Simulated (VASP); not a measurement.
# Sn (Fd-3m) in VASP: notebook, part 2 of 2

VASP 6.6.1.

## (3) Single point, revPBE (34.79 Å³/atom)

This run uses another cell than the first one, of 34.79 Å³/atom.

File INCAR:

```
SYSTEM = Sn
PREC = Accurate
ENCUT = 520
EDIFF = 1E-7
ISMEAR = -1
SIGMA = 0.1
LREAL = .False.
LASPH = .True.
NELM = 80
ALGO = Normal
ISIF = 2
LWAVE = .False.
LCHARG = .False.
GGA = RE
NBANDS = 21
```

File KPOINTS:

```
regular mesh
0
Gamma
  13 13 13
  0 0 0
```

File POSCAR:

```
Sn
1.0
    0.0000000000      3.2644506677      3.2644506677
    3.2644506677      0.0000000000      3.2644506677
    3.2644506677      3.2644506677      0.0000000000
Sn
2
Direct
    0.5000000000      0.5000000000      0.5000000000
    0.7500000000      0.7500000000      0.7500000000
```

Potentials or basis: VASP PAW PBE potentials, release 64 (Sn_d).

Started as:

```
> cat potpaw_PBE.64/Sn_d/POTCAR > POTCAR
> mpirun -np 1 vasp_std > vasp.out
```

OUTCAR:

```text
SYSTEM = Sn
   PREC = Accurate
   ENCUT = 520
   EDIFF = 1E-7
   ISMEAR = -1
   LREAL = .False.
   LASPH = .True.
   NELM = 80
   ISIF = 2
   GGA = RE

 ion  position               nearest neighbor table
   1  0.500  0.500  0.500-   2 2.83   2 2.83   2 2.83   2 2.83
   2  0.750  0.750  0.750-   1 2.83   1 2.83   1 2.83   1 2.83

  LATTYP: Found a face centered cubic cell.
 ALAT       =     6.5289013354

  Lattice vectors:

 A1 = (   0.0000000000,   3.2644506677,   3.2644506677)
 A2 = (   3.2644506677,   0.0000000000,   3.2644506677)
 A3 = (   3.2644506677,   3.2644506677,   0.0000000000)

Analysis of symmetry for initial positions (statically):
=====================================================================
 Subroutine PRICEL returns:
 Original cell was already a primitive cell.

 Routine SETGRP: Setting up the symmetry group for a
 face centered cubic supercell.

 Subroutine GETGRP returns: Found 48 space group operations
 (whereof 24 operations were pure point group operations)
 out of a pool of 48 trial point group operations.

The static configuration has the point symmetry T_d .
 The point group associated with its full space group is O_h .

Analysis of symmetry for dynamics (positions and initial velocities):
=====================================================================
 Subroutine PRICEL returns:
 Original cell was already a primitive cell.

 Routine SETGRP: Setting up the symmetry group for a
 face centered cubic supercell.

 Subroutine GETGRP returns: Found 48 space group operations
 (whereof 24 operations were pure point group operations)
 out of a pool of 48 trial point group operations.

The dynamic configuration has the point symmetry T_d .
 The point group associated with its full space group is O_h .

 Subroutine INISYM returns: Found 48 space group operations
 (whereof 24 operations are pure point group operations),
 and found     1 'primitive' translations

----------------------------------------------------------------------------------------

                                     Primitive cell

  volume of cell :      69.5761

  direct lattice vectors                    reciprocal lattice vectors
     0.000000000  3.264450668  3.264450668    -0.153165127  0.153165127  0.153165127
     3.264450668  0.000000000  3.264450668     0.153165127 -0.153165127  0.153165127
     3.264450668  3.264450668  0.000000000     0.153165127  0.153165127 -0.153165127

  length of vectors
     4.616630408  4.616630408  4.616630408     0.265289781  0.265289781  0.265289781

  position of ions in fractional coordinates (direct lattice)
     0.500000000  0.500000000  0.500000000
     0.750000000  0.750000000  0.750000000

  ion indices of the primitive-cell ions
   primitive index   ion index
                 1           1
                 2           2

----------------------------------------------------------------------------------------

 KPOINTS: regular mesh

Automatic generation of k-mesh.
 Grid dimensions read from file:
 generate k-points for:   13   13   13

 Generating k-lattice:

  Cartesian coordinates                     Fractional coordinates (reciprocal lattice)
    -0.011781933  0.011781933  0.011781933     0.076923077  0.000000000  0.000000000
     0.011781933 -0.011781933  0.011781933     0.000000000  0.076923077  0.000000000
     0.011781933  0.011781933 -0.011781933     0.000000000  0.000000000  0.076923077

  Length of vectors
     0.020406906  0.020406906  0.020406906

  Shift w.r.t. Gamma in fractional coordinates (k-lattice)
     0.000000000  0.000000000  0.000000000

 Subroutine IBZKPT returns following result:
 ===========================================

 Found     84 irreducible k-points:

 Following reciprocal coordinates:
            Coordinates               Weight
  0.000000  0.000000  0.000000      1.000000
  0.076923  0.000000  0.000000      8.000000
  0.153846  0.000000  0.000000      8.000000
  0.230769  0.000000  0.000000      8.000000
  0.307692  0.000000  0.000000      8.000000
  0.384615  0.000000  0.000000      8.000000
[... 16 lines left out ...]
  0.384615  0.153846  0.000000     24.000000
  0.461538  0.153846  0.000000     24.000000
 [... further k-points ...]
   k-points           NKPTS =     84   k-points in BZ     NKDIM =     84   number of bands    NBANDS=     21
   number of dos      NEDOS =    301   number of ions     NIONS =      2
   total plane-waves  NPLWV =  46656
   dimension x,y,z NGX =    36 NGY =   36 NGZ =   36
   dimension x,y,z NGXF=    72 NGYF=   72 NGZF=   72
   ions per type =               2
   NGX,Y,Z   is equivalent  to a cutoff of  12.96, 12.96, 12.96 a.u.
   NGXF,Y,Z  is equivalent  to a cutoff of  25.93, 25.93, 25.93 a.u.
 SYSTEM =  Sn
   PREC   = accura    normal or accurate (medium, high low for compatibility)
   ISTART =      0    job   : 0-new  1-cont  2-samecut
   ICHARG =      2    charge: 1-file 2-atom 10-const
   ISPIN  =      1    spin polarized calculation?
   LNONCOLLINEAR =      F non collinear calculations
   LSORBIT =      F    spin-orbit coupling
   LASPH  =      T    aspherical Exc in radial PAW
   ENCUT  =  520.0 eV  38.22 Ry    6.18 a.u.   8.58  8.58  8.58*2*pi/ulx,y,z
   NELM   =     80;   NELMIN=  2; NELMDL= -5     # of ELM steps
   EDIFF  = 0.1E-06   stopping-criterion for ELM
   LREAL  =      F    real-space projection
   EDIFFG = 0.1E-05   stopping-criterion for IOM
   NSW    =      0    number of steps for IOM
   IBRION =     -1    ionic relax: 0-MD 1-quasi-New 2-CG
   NFREE  =      0    steps in history (QN), initial steepest desc. (CG)
   ISIF   =      2    stress and relaxation
   ISYM   =      2    0-nonsym 1-usesym 2-fastsym
   POTIM  = 0.5000    time-step for ionic-motion
   TEBEG  =    0.0;   TEEND  =   0.0 temperature during run
   PSTRESS=    0.0 pullay stress
   NELECT =      28.0000    total number of electrons
   NUPDOWN=      -1.0000    fix difference up-down
   EMIN   =  10.00;   EMAX   =-10.00  energy-range for DOS
   EFERMI =   0.00;   METHOD = LEGACY
   ISMEAR =    -1;   SIGMA  =   0.10  broadening in eV -4-tet -1-fermi 0-gaus
   EFERMI_NEDOS =   21; number of points for ismear=-14 and -15
   IALGO  =     38    algorithm
   IMIX   =      4    mixing-type and parameters
     AMIX     =   0.40;   BMIX     =  1.00
     AMIX_MAG =   1.60;   BMIX_MAG =  1.00
  volume/ion in A,a.u.               =      34.79       234.76
  Fermi-wavevector in a.u.,A,eV,Ry     =   1.208669  2.284053 19.876491  1.460881
  Thomas-Fermi vector in A             =   2.344270
   LORBIT       =      0    0 simple, 1 ext, 2 COOP (PROOUT), +10 PAW based schemes
   GGA     = RE    functional components
   LHFCALC =     F    Hartree Fock is set to
   AEXX    =    0.0000 exact exchange contribution
   IVDW    =     0    specifies the selected vdW correction
   LEPSILON=     F    determine dielectric tensor
   LRPA    =     F    only Hartree local field effects (RPA)
 non-spin polarized calculation
  energy-cutoff  :      520.00
  volume of cell :       69.58
 maximum number of plane-waves:      1893
   NGX = 17   NGY = 17   NGZ = 17

 number of electron      27.9999989 magnetization

 Free energy of the ion-electron system (eV)
  ---------------------------------------------------
  ext. energy  EPLUGINS =         0.00000000
  ---------------------------------------------------
  free energy    TOTEN  =        -7.07934188 eV

  energy without entropy =       -7.07482420  energy(sigma->0) =       -7.07708304

 E-fermi :   5.6014     XC(G=0):  -8.6740

 val. band max:        5.5558870788   @ k =   0.4615   0.0000   0.0000
 cond. band min:       5.6221271544   @ k =   0.0000   0.0000   0.0000
 fundamental gap:      0.0662400757
 Fermi energy:         5.6013956299

 k-point     1 :       0.0000    0.0000    0.0000
  band No.  band energies     occupation
      1     -16.1431      2.00000
      2     -16.1431      2.00000
      3     -16.1431      2.00000
      4     -16.0868      2.00000
      5     -16.0868      2.00000
      6     -15.7929      2.00000
[... 13 lines left out ...]
     20      13.4331      0.00000
     21      13.4331      0.00000
[... 529 lines left out ...]
 k-point    24 :       0.4615    0.1538    0.0000
  band No.  band energies     occupation
      1     -16.1957      2.00000
      2     -16.1800      2.00000
      3     -16.1002      2.00000
      4     -16.0196      2.00000
      5     -16.0029      2.00000
      6     -15.8958      2.00000
[... 13 lines left out ...]
     20      14.3994      0.00000
     21      14.5701      0.00000

 [... further k-points ...]

------------------------ aborting loop because EDIFF is reached ----------------------------------------

  FORCE on cell =-STRESS in cart. coord.  units (eV):
  Direction    XX          YY          ZZ          XY          YZ          ZX
  --------------------------------------------------------------------------------------
  -------------------------------------------------------------------------------------
  Total        1.4305913      1.4305913      1.4305913     -0.0000000      0.0000000     -0.0000000
  in kB       32.9432051     32.9432051     32.9432051     -0.0000000      0.0000000     -0.0000000
  external PRESSURE =      32.9432051 kB  Pullay stress =       0.0000000 kB

 VOLUME and BASIS-vectors are now :
 -----------------------------------------------------------------------------
  energy-cutoff  :      520.00
  volume of cell :       69.58
      direct lattice vectors                 reciprocal lattice vectors
     0.000000000  3.264450668  3.264450668    -0.153165127  0.153165127  0.153165127
     3.264450668  0.000000000  3.264450668     0.153165127 -0.153165127  0.153165127
     3.264450668  3.264450668  0.000000000     0.153165127  0.153165127 -0.153165127

 POSITION                                       TOTAL-FORCE (eV/Angst)
 -----------------------------------------------------------------------------------
      3.26445      3.26445      3.26445        -0.000000      0.000000      0.000000
      4.89668      4.89668      4.89668         0.000000      0.000000     -0.000000
 -----------------------------------------------------------------------------------
    total drift:                                0.000000      0.000000      0.000000

  FREE ENERGIE OF THE ION-ELECTRON SYSTEM (eV)
  ---------------------------------------------------
  free  energy   TOTEN  =        -7.0793418773 eV

  energy  without entropy=       -7.0748241957  energy(sigma->0) =       -7.07708304
```

stdout:

```text
POSCAR found type information on POSCAR Sn
 POSCAR found :  1 types and       2 ions
 scaLAPACK will be used
 -----------------------------------------------------------------------------
|                                                                             |
|                                                                             |
|     You enforced a specific xc type in the INCAR file but a different       |
|     I HOPE YOU KNOW WHAT YOU ARE DOING!                                     |
|                                                                             |
 -----------------------------------------------------------------------------

 LDA part: xc-table for (Slater+PW92), standard interpolation
 POSCAR, INCAR and KPOINTS ok, starting setup
 FFT: planning ... GRIDC
 FFT: planning ... GRID_SOFT
 FFT: planning ... GRID
 WAVECAR not read
 entering main loop
```

It took 83 s on 1 thread of AMD EPYC 7R13 (Zen 3), shared host; peak memory 0.23 GiB.

What came out:

```
Free energy            : -7.0793 eV
Pressure               : 3.3 GPa
Band gap on the k mesh : zero (bands 14 and 15 overlap by 0.07 eV)
```

Caveat: the cell stands under pressure; the PAW data sets were made with another functional, which shifts forces and pressure a little; spin-orbit coupling is left out, which moves the levels of the heavy elements.

## (4) Single point, revPBE (36.30 Å³/atom)

This run uses another cell than the first one, of 36.30 Å³/atom.

File INCAR:

```
ALGO = Normal
EDIFF = 1E-7
ENCUT = 520
GGA = RE
ISIF = 2
ISMEAR = -1
LASPH = True
LCHARG = False
LREAL = False
LWAVE = False
NBANDS = 21
NELM = 80
PREC = Accurate
SIGMA = 0.1
```

File KPOINTS:

```
k-points
0
Gamma
  13 13 13
```

File POSCAR:

```
Sn
1.0
    0.0000000000      3.3110919788      3.3110919788
    3.3110919788      0.0000000000      3.3110919788
    3.3110919788      3.3110919788      0.0000000000
Sn
2
Direct
    0.5000000000      0.5000000000      0.5000000000
    0.7500000000      0.7500000000      0.7500000000
```

Started as:

```
> cat potpaw_PBE.64/Sn_d/POTCAR > POTCAR
> mpirun -np 1 vasp_std > vasp.out
```

Wall time 81 s (1 thread of AMD EPYC 7R13 (Zen 3), shared host); peak memory 0.23 GiB.

The run converged. Its results:

| Item | Value |
| --- | --- |
| Free energy | -7.1239 eV |
| Pressure | 1.4 GPa |
| Band gap on the k mesh | zero (bands 14 and 15 overlap by 0.14 eV) |

Levels at points of the mesh, in eV from the Fermi level:
| k point | band 12 | band 13 | band 14 | band 15 | band 16 | band 17 |
| --- | --- | --- | --- | --- | --- | --- |
| (0.00, 0.00, 0.00) | -1.03 | 0.05 | 0.05 | 0.05 | 2.12 | 2.12 |

Caveat: the PAW data sets were made with another functional, which shifts forces and pressure a little; spin-orbit coupling is left out, which moves the levels of the heavy elements.

## (5) Single point, revPBE

This run uses another cell than the first one, of 37.81 Å³/atom.

File INCAR:

```
SYSTEM = Sn
ALGO = Normal
EDIFF = 1E-7
ENCUT = 520
GGA = RE
ISIF = 2
ISMEAR = -1
LASPH = .True.
LCHARG = .False.
LREAL = .False.
LWAVE = .False.
NBANDS = 21
NELM = 100
PREC = Accurate
SIGMA = 0.1
```

File KPOINTS:

```
k-points
0
Gamma
  13 13 13
  0 0 0
```

File POSCAR:

```
Sn
1.0
    0.0000000000      3.3564550401      3.3564550401
    3.3564550401      0.0000000000      3.3564550401
    3.3564550401      3.3564550401      0.0000000000
Sn
2
Direct
    0.5000000000      0.5000000000      0.5000000000
    0.7500000000      0.7500000000      0.7500000000
```

Potentials or basis: VASP PAW PBE potentials, release 64 (Sn_d).

Started as:

```
> cat potpaw_PBE.64/Sn_d/POTCAR > POTCAR
> mpirun -np 1 vasp_std > vasp.out
```

OUTCAR:

```text
SYSTEM = Sn
   EDIFF = 1E-7
   ENCUT = 520
   GGA = RE
   ISIF = 2
   ISMEAR = -1
   LASPH = .True.
   LREAL = .False.
   NELM = 100
   PREC = Accurate

 ion  position               nearest neighbor table
   1  0.500  0.500  0.500-   2 2.91   2 2.91   2 2.91   2 2.91
   2  0.750  0.750  0.750-   1 2.91   1 2.91   1 2.91   1 2.91

  LATTYP: Found a face centered cubic cell.
 ALAT       =     6.7129100802

  Lattice vectors:

 A1 = (   0.0000000000,   3.3564550401,   3.3564550401)
[... 763 lines left out ...]
------------------------ aborting loop because EDIFF is reached ----------------------------------------

  FORCE on cell =-STRESS in cart. coord.  units (eV):
  Direction    XX          YY          ZZ          XY          YZ          ZX
  --------------------------------------------------------------------------------------
  -------------------------------------------------------------------------------------
  Total       -0.0246482     -0.0246482     -0.0246482     -0.0000000      0.0000000     -0.0000000
  in kB       -0.5221833     -0.5221833     -0.5221833     -0.0000000      0.0000000     -0.0000000
  external PRESSURE =      -0.5221833 kB  Pullay stress =       0.0000000 kB

 VOLUME and BASIS-vectors are now :
 -----------------------------------------------------------------------------
  energy-cutoff  :      520.00
  volume of cell :       75.63
      direct lattice vectors                 reciprocal lattice vectors
     0.000000000  3.356455040  3.356455040    -0.148966691  0.148966691  0.148966691
     3.356455040  0.000000000  3.356455040     0.148966691 -0.148966691  0.148966691
     3.356455040  3.356455040  0.000000000     0.148966691  0.148966691 -0.148966691

 POSITION                                       TOTAL-FORCE (eV/Angst)
 -----------------------------------------------------------------------------------
      3.35646      3.35646      3.35646        -0.000000     -0.000000     -0.000000
      5.03468      5.03468      5.03468         0.000000      0.000000      0.000000
 -----------------------------------------------------------------------------------
    total drift:                                0.000000      0.000000      0.000000

  FREE ENERGIE OF THE ION-ELECTRON SYSTEM (eV)
  ---------------------------------------------------
  free  energy   TOTEN  =        -7.1370194065 eV

  energy  without entropy=       -7.1305306284  energy(sigma->0) =       -7.13377502
```

Wall time 86 s (1 thread of AMD EPYC 7R13 (Zen 3), shared host); peak memory 0.23 GiB.

Results:

* Free energy: -7.1370 eV
* Pressure: -0.1 GPa
* Band gap on the k mesh: zero (bands 14 and 15 overlap by 0.21 eV)

Levels at points of the mesh, in eV from the Fermi level:
```csv
k point,band 12,band 13,band 14,band 15,band 16,band 17
"(0.00, 0.00, 0.00)",-1.28,0.07,0.07,0.07,2.13,2.13
```

Caveat: the PAW data sets were made with another functional, which shifts forces and pressure a little; spin-orbit coupling is left out, which moves the levels of the heavy elements.

## (6) Overview

```csv
cell,gap on the mesh (eV),pressure (GPa)
"a = 4.549 Å, angles 60.0°, 2 atoms",none,5.7
"a = 4.617 Å, angles 60.0°, 2 atoms",none,3.3
"a = 4.683 Å, angles 60.0°, 2 atoms",none,1.4
"a = 4.747 Å, angles 60.0°, 2 atoms",none,-0.1
```

Alike in all rows: task single point; level revPBE; potentials or basis VASP PAW PBE potentials, release 64 (Sn_d); no spin polarisation; k mesh 13 × 13 × 13; cutoff (eV) 520; smearing fermi-dirac 0.1 eV.

Caveats: the PAW data sets were made with another functional, which shifts forces and pressure a little; spin-orbit coupling is left out, which moves the levels of the heavy elements; the cell stands under pressure (at least some runs).

Total energies depend on the potentials used, so only differences within one code and one set of settings carry meaning.
